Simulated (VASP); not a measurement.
Set up this calculation in VASP 6.6.1, as the native input.

```
Task                   : single point
Functional             : r2SCAN
Potentials or basis    : VASP PAW PBE potentials, release 64 (Tl_d, Br)
Cutoff                 : 550 eV
k mesh                 : 5 × 5 × 5
Occupations            : fermi-dirac, width 0.1 eV
Spin                   : no spin polarisation
Dipole correction      : no
Further INCAR settings : ALGO = Normal; EDIFF = 1e-06; NBANDS = 17
```

Crystal: TlBr.

```
CELL_PARAMETERS angstrom
3.89487 0.00000 0.00000
0.00000 3.89487 0.00000
0.00000 0.00000 3.89487
ATOMIC_POSITIONS crystal
Tl 0.00000 0.00000 0.00000
Br 0.50000 0.50000 0.50000
```

One way to write it, as run:

POSCAR

```
TlBr
1.0
    3.8948680000      0.0000000000      0.0000000000
    0.0000000000      3.8948680000      0.0000000000
    0.0000000000      0.0000000000      3.8948680000
Tl Br
1 1
Direct
    0.0000000000      0.0000000000      0.0000000000
    0.5000000000      0.5000000000      0.5000000000
```

INCAR.step1

```
SYSTEM = TlBr
PREC = Accurate ; ENCUT = 550
ISMEAR = -1 ; SIGMA = 0.1
LREAL = .False. ; LASPH = .True.
NELM = 120 ; NBANDS = 17
GGA = PE ; ALGO = Normal
EDIFF = 1E-5 ; LWAVE = .True.
LCHARG = .False. ; GGA_COMPAT = .False.
```

INCAR.step2

```
SYSTEM = TlBr
PREC = Accurate ; ENCUT = 550
EDIFF = 1E-6 ; ISMEAR = -1
SIGMA = 0.1 ; LREAL = .False.
LASPH = .True. ; NELM = 120
ALGO = Normal ; ISIF = 2
LWAVE = .False. ; LCHARG = .False.
METAGGA = R2SCAN ; LMIXTAU = .True.
NBANDS = 17 ; ISTART = 1
GGA_COMPAT = .False.
```

KPOINTS

```
Automatic mesh
0
Gamma
  5 5 5
  0 0 0
```

Potentials or basis: VASP PAW PBE potentials, release 64 (Tl_d, Br).

Command:

```console
$ cat potpaw_PBE.64/Tl_d/POTCAR potpaw_PBE.64/Br/POTCAR > POTCAR
$ cp INCAR.step1 INCAR
$ mpirun -np 1 vasp_std > vasp.out
$ cp INCAR.step2 INCAR
$ mpirun -np 1 vasp_std > vasp.out
```

It gave:

| Quantity | Value |
| --- | --- |
| Pressure | 2.3 GPa |
| Band gap on the k mesh | 3.00 eV, direct |

Caveat: the PAW data sets were made with another functional, which shifts forces and pressure a little; spin-orbit coupling is left out, which moves the levels of the heavy elements.

Run time: 28 s on 1 thread of Intel(R) Xeon(R) 6975P-C (Granite Rapids), on a shared host, peak memory 0.17 GiB.
